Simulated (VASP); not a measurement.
# Rh in VASP: single point with PBEsol

Aim: the single point of Rh with PBEsol.

Program: VASP 6.6.1. These are calculated values, not measurements. Logs are shortened: lines on timing, memory, paths and dates and some standing lists are left out, and cuts for length are marked.

## (1) The cell of the first run

The cell holds a slab with vacuum, 4 atoms: a = 2.673 Å, b = 2.673 Å, c = 23.547 Å, α = 90.00°, β = 90.00°, γ = 120.00°.

## (2) Single point, PBEsol

INCAR

```
  PREC = Accurate
  ENCUT = 520
  EDIFF = 1E-6
  ISMEAR = 0
  SIGMA = 0.1
  LREAL = False
  LASPH = True
  NELM = 60
  ALGO = Normal
  ISIF = 2
  LWAVE = False
  LCHARG = False
  LDIPOL = True
  IDIPOL = 3
  DIPOL = 0.5 0.5 0.499
  GGA = PS
  NBANDS = 38
```

KPOINTS

```
Automatic mesh
0
Gamma
  12 12 1
```

POSCAR

```
Rh
1.0
    2.6728587958      0.0000000000      0.0000000000
   -1.3364293979      2.3147636179      0.0000000000
    0.0000000000      0.0000000000     23.5471402043
Rh
4
Direct
    0.6666666667      0.3333333333      0.3609780180
    0.3333333333      0.6666666667      0.4536593393
    0.0000000000      0.0000000000      0.5445613400
    0.6666666667      0.3333333333      0.6357934206
```

Potentials or basis: VASP PAW PBE potentials, release 64 (Rh_pv).

Command:

```console
> cat potpaw_PBE.64/Rh_pv/POTCAR > POTCAR
> mpirun -np 1 vasp_std > vasp.out
```

OUTCAR:

```text
PREC = Accurate
   ENCUT = 520
   EDIFF = 1E-6
   ISMEAR = 0
   LREAL = False
   LASPH = True
   NELM = 60
   ISIF = 2
   GGA = PS

 ion  position               nearest neighbor table
   1  0.667  0.333  0.361-   2 2.67   2 2.67   2 2.67
   2  0.333  0.667  0.454-   3 2.64   3 2.64   3 2.64   1 2.67   1 2.67   1 2.67
   3  0.000  0.000  0.545-   2 2.64   2 2.64   2 2.64   4 2.65   4 2.65   4 2.65
   4  0.667  0.333  0.636-   3 2.65   3 2.65   3 2.65

  LATTYP: Found a hexagonal cell.
 ALAT       =     2.6728587958
 C/A-ratio  =     8.8097209779

  Lattice vectors:

 A1 = (   2.6728587958,   0.0000000000,   0.0000000000)
 A2 = (  -1.3364293979,   2.3147636179,   0.0000000000)
 A3 = (   0.0000000000,   0.0000000000,  23.5471402043)

Analysis of symmetry for initial positions (statically):
=====================================================================
 Subroutine PRICEL returns:
 Original cell was already a primitive cell.

 Routine SETGRP: Setting up the symmetry group for a
 hexagonal supercell.

 Subroutine GETGRP returns: Found  6 space group operations
 (whereof  6 operations were pure point group operations)
 out of a pool of 24 trial point group operations.

The static configuration has the point symmetry C_3v.

Analysis of symmetry for dynamics (positions and initial velocities):
=====================================================================
 Subroutine PRICEL returns:
 Original cell was already a primitive cell.

 Routine SETGRP: Setting up the symmetry group for a
 hexagonal supercell.

 Subroutine GETGRP returns: Found  6 space group operations
 (whereof  6 operations were pure point group operations)
 out of a pool of 24 trial point group operations.

The dynamic configuration has the point symmetry C_3v.

 Subroutine INISYM returns: Found  6 space group operations
 (whereof  6 operations are pure point group operations),
 and found     1 'primitive' translations

----------------------------------------------------------------------------------------

                                     Primitive cell

  volume of cell :     145.6870

  direct lattice vectors                    reciprocal lattice vectors
     2.672858796  0.000000000  0.000000000     0.374131249  0.216004777  0.000000000
    -1.336429398  2.314763618  0.000000000     0.000000000  0.432009555  0.000000000
     0.000000000  0.000000000 23.547140204     0.000000000  0.000000000  0.042468002

  length of vectors
     2.672858796  2.672858796 23.547140204     0.432009555  0.432009555  0.042468002

  position of ions in fractional coordinates (direct lattice)
     0.666666667  0.333333333  0.360978018
     0.333333333  0.666666667  0.453659339
     0.000000000  0.000000000  0.544561340
     0.666666667  0.333333333  0.635793421

  ion indices of the primitive-cell ions
   primitive index   ion index
                 1           1
                 2           2
                 3           3
                 4           4

----------------------------------------------------------------------------------------

 KPOINTS: Automatic mesh

Automatic generation of k-mesh.
 Grid dimensions read from file:
 generate k-points for:   12   12    1

 Generating k-lattice:

  Cartesian coordinates                     Fractional coordinates (reciprocal lattice)
     0.031177604  0.018000398  0.000000000     0.083333333 -0.000000000  0.000000000
     0.000000000  0.036000796  0.000000000     0.000000000  0.083333333  0.000000000
     0.000000000  0.000000000  0.042468002     0.000000000  0.000000000  1.000000000

  Length of vectors
     0.036000796  0.036000796  0.042468002

  Shift w.r.t. Gamma in fractional coordinates (k-lattice)
     0.000000000  0.000000000  0.000000000

 Subroutine IBZKPT returns following result:
 ===========================================

 Found     19 irreducible k-points:

 Following reciprocal coordinates:
            Coordinates               Weight
  0.000000  0.000000  0.000000      1.000000
  0.083333  0.000000  0.000000      6.000000
  0.166667  0.000000  0.000000      6.000000
  0.250000 -0.000000  0.000000      6.000000
  0.333333  0.000000  0.000000      6.000000
  0.416667 -0.000000  0.000000      6.000000
[... 11 lines left out ...]
  0.333333  0.250000  0.000000     12.000000
  0.333333  0.333333  0.000000      2.000000
   k-points           NKPTS =     19   k-points in BZ     NKDIM =     19   number of bands    NBANDS=     38
   number of dos      NEDOS =    301   number of ions     NIONS =      4
   total plane-waves  NPLWV =  72000
   dimension x,y,z NGX =    20 NGY =   20 NGZ =  180
   dimension x,y,z NGXF=    40 NGYF=   40 NGZF=  360
   ions per type =               4
   NGX,Y,Z   is equivalent  to a cutoff of  12.44, 12.44, 12.71 a.u.
   NGXF,Y,Z  is equivalent  to a cutoff of  24.88, 24.88, 25.42 a.u.
 SYSTEM =  unknown system
   PREC   = accura    normal or accurate (medium, high low for compatibility)
   ISTART =      0    job   : 0-new  1-cont  2-samecut
   ICHARG =      2    charge: 1-file 2-atom 10-const
   ISPIN  =      1    spin polarized calculation?
   LNONCOLLINEAR =      F non collinear calculations
   LSORBIT =      F    spin-orbit coupling
   LASPH  =      T    aspherical Exc in radial PAW
   ENCUT  =  520.0 eV  38.22 Ry    6.18 a.u.   4.97  4.97 43.78*2*pi/ulx,y,z
   NELM   =     60;   NELMIN=  2; NELMDL= -5     # of ELM steps
   EDIFF  = 0.1E-05   stopping-criterion for ELM
   LREAL  =      F    real-space projection
[... 7 lines left out ...]
   TEBEG  =    0.0;   TEEND  =   0.0 temperature during run
   PSTRESS=    0.0 pullay stress
   NELECT =      60.0000    total number of electrons
   NUPDOWN=      -1.0000    fix difference up-down
   EMIN   =  10.00;   EMAX   =-10.00  energy-range for DOS
   EFERMI =   0.00;   METHOD = LEGACY
   ISMEAR =     0;   SIGMA  =   0.10  broadening in eV -4-tet -1-fermi 0-gaus
   EFERMI_NEDOS =   21; number of points for ismear=-14 and -15
   IALGO  =     38    algorithm
   IMIX   =      4    mixing-type and parameters
     AMIX     =   0.40;   BMIX     =  1.00
     AMIX_MAG =   1.60;   BMIX_MAG =  1.00
  volume/ion in A,a.u.               =      36.42       245.79
  Fermi-wavevector in a.u.,A,eV,Ry     =   1.218012  2.301709 20.184974  1.483554
  Thomas-Fermi vector in A             =   2.353313
   LORBIT       =      0    0 simple, 1 ext, 2 COOP (PROOUT), +10 PAW based schemes
   GGA     = PS    functional components
   LHFCALC =     F    Hartree Fock is set to
   AEXX    =    0.0000 exact exchange contribution
   IVDW    =     0    specifies the selected vdW correction
   LEPSILON=     F    determine dielectric tensor
   LRPA    =     F    only Hartree local field effects (RPA)
 non-spin polarized calculation
 Gauss-broadening in eV      SIGMA  =   0.10
  energy-cutoff  :      520.00
  volume of cell :      145.69
 maximum number of plane-waves:      3993
 NGX is ok and might be reduce to    20
   NGX =  9   NGY =  9   NGZ = 87

 dipolmoment           0.000000      0.000000      0.000040 electrons x Angstroem

 number of electron      59.9999997 magnetization

 dipolmoment           0.000000      0.000000     -0.000475 electrons x Angstroem

 Free energy of the ion-electron system (eV)
  ---------------------------------------------------
  ext. energy  EPLUGINS =         0.00000000
  ---------------------------------------------------
  free energy    TOTEN  =       -30.69509799 eV

  energy without entropy =      -30.66686471  energy(sigma->0) =      -30.68098135

 E-fermi :   1.1791     XC(G=0):  -6.0905

 val. band max:        1.1714364626   @ k =   0.4167   0.1667   0.0000
 cond. band min:       1.2118349520   @ k =   0.3333   0.0000   0.0000
 fundamental gap:      0.0403984894
 Fermi energy:         1.1791498911

 k-point     1 :       0.0000    0.0000    0.0000
  band No.  band energies     occupation
      1     -46.0136      2.00000
      2     -45.6038      2.00000
      3     -45.3976      2.00000
      4     -45.3976      2.00000
      5     -45.3250      2.00000
      6     -45.3250      2.00000
[... 30 lines left out ...]
     37       2.1847      0.00000
     38       6.3120      0.00000

 k-point     2 :       0.0833    0.0000    0.0000
  band No.  band energies     occupation
      1     -46.0014      2.00000
      2     -45.6105      2.00000
      3     -45.4307      2.00000
      4     -45.4092      2.00000
      5     -45.3679      2.00000
      6     -45.3333      2.00000
[... 30 lines left out ...]
     37       3.4008      0.00000
     38       6.5210      0.00000

 k-point     3 :       0.1667    0.0000    0.0000
  band No.  band energies     occupation
      1     -45.9685      2.00000
      2     -45.6504      2.00000
      3     -45.5075      2.00000
      4     -45.4724      2.00000
      5     -45.4402      2.00000
      6     -45.3564      2.00000
[... 30 lines left out ...]
     37       4.9363      0.00000
     38       7.1486      0.00000

 k-point     4 :       0.2500   -0.0000    0.0000
  band No.  band energies     occupation
      1     -45.9296      2.00000
      2     -45.7604      2.00000
      3     -45.6267      2.00000
      4     -45.5371      2.00000
      5     -45.4819      2.00000
      6     -45.3883      2.00000
[... 30 lines left out ...]
     37       6.4507      0.00000
     38       8.1763      0.00000
[... 498 lines left out ...]
      4     -45.6417      2.00000
      5     -45.6073      2.00000
      6     -45.5482      2.00000
[... 30 lines left out ...]
     37      10.1089      0.00000
     38      11.0592      0.00000

 k-point    18 :       0.3333    0.2500    0.0000
  band No.  band energies     occupation
      1     -45.9369      2.00000
      2     -45.9011      2.00000
      3     -45.7825      2.00000
      4     -45.6931      2.00000
      5     -45.6186      2.00000
      6     -45.5801      2.00000
[... 30 lines left out ...]
     37      10.0289      0.00000
     38      10.1146      0.00000

 k-point    19 :       0.3333    0.3333    0.0000
  band No.  band energies     occupation
      1     -45.8765      2.00000
      2     -45.8687      2.00000
      3     -45.8627      2.00000
      4     -45.7249      2.00000
      5     -45.6215      2.00000
      6     -45.5969      2.00000
[... 30 lines left out ...]
     37       9.1441      0.00000
     38       9.9811      0.00000

------------------------ aborting loop because EDIFF is reached ----------------------------------------

 vacuum level on the upper side and lower side of the slab       (xc-potential included)        -0.177        -0.165

  FORCE on cell =-STRESS in cart. coord.  units (eV):
  Direction    XX          YY          ZZ          XY          YZ          ZX
  --------------------------------------------------------------------------------------
  -------------------------------------------------------------------------------------
  Total       -2.5585562     -2.5585562     -0.5993440      0.0000000      0.0000000      0.0000000
  in kB      -28.1374486    -28.1374486     -6.5912220      0.0000000      0.0000000      0.0000000
  external PRESSURE =     -20.9553731 kB  Pullay stress =       0.0000000 kB

 VOLUME and BASIS-vectors are now :
 -----------------------------------------------------------------------------
  energy-cutoff  :      520.00
  volume of cell :      145.69
      direct lattice vectors                 reciprocal lattice vectors
     2.672858796  0.000000000  0.000000000     0.374131249  0.216004777  0.000000000
    -1.336429398  2.314763618  0.000000000     0.000000000  0.432009555  0.000000000
     0.000000000  0.000000000 23.547140204     0.000000000  0.000000000  0.042468002

 POSITION                                       TOTAL-FORCE (eV/Angst)
 -----------------------------------------------------------------------------------
      1.33643      0.77159      8.50000        -0.000000     -0.000000      0.273892
     -0.00000      1.54318     10.68238        -0.000000      0.000000     -0.281210
      0.00000      0.00000     12.82286         0.000000     -0.000000     -0.000305
      1.33643      0.77159     14.97112         0.000000     -0.000000      0.007623
 -----------------------------------------------------------------------------------
    total drift:                               -0.000000      0.000000      0.000066

  FREE ENERGIE OF THE ION-ELECTRON SYSTEM (eV)
  ---------------------------------------------------
  free  energy   TOTEN  =       -30.6950979881 eV

  energy  without entropy=      -30.6668647128  energy(sigma->0) =      -30.68098135

 vacuum level on the upper side and lower side of the slab         6.327         6.339
```

Run time: 3.2 min. Hardware: 1 thread of Intel Xeon 8259CL, shared host; peak memory 0.29 GiB.

What came out:

| Quantity | Value |
| --- | --- |
| Free energy | -30.6951 eV |
| Largest force | 0.281 eV/Å |
| Band gap on the k mesh | zero (bands 30 and 31 overlap by 1.71 eV) |

Forces on the atoms (eV/Å):
```
Rh   0.000  0.000  0.274
Rh   0.000  0.000 -0.281
Rh   0.000  0.000  0.000
Rh   0.000  0.000  0.008
```

Levels at points of the mesh, in eV from the Fermi level:
```tsv
k point	band 26	band 27	band 28	band 29	band 30	band 31	band 32	band 33
(0.00, 0.00, 0.00)	-2.49	-2.03	-1.09	-1.09	-0.78	-0.78	-0.02	-0.02
(0.50, 0.00, 0.00)	-0.24	0.30	0.38	0.53	0.74	1.07	1.11	1.76
```

Caveat: the PAW data sets were made with another functional, which shifts forces and pressure a little.

The gap in the log of VASP goes by the Fermi energy; the results here count the filled bands.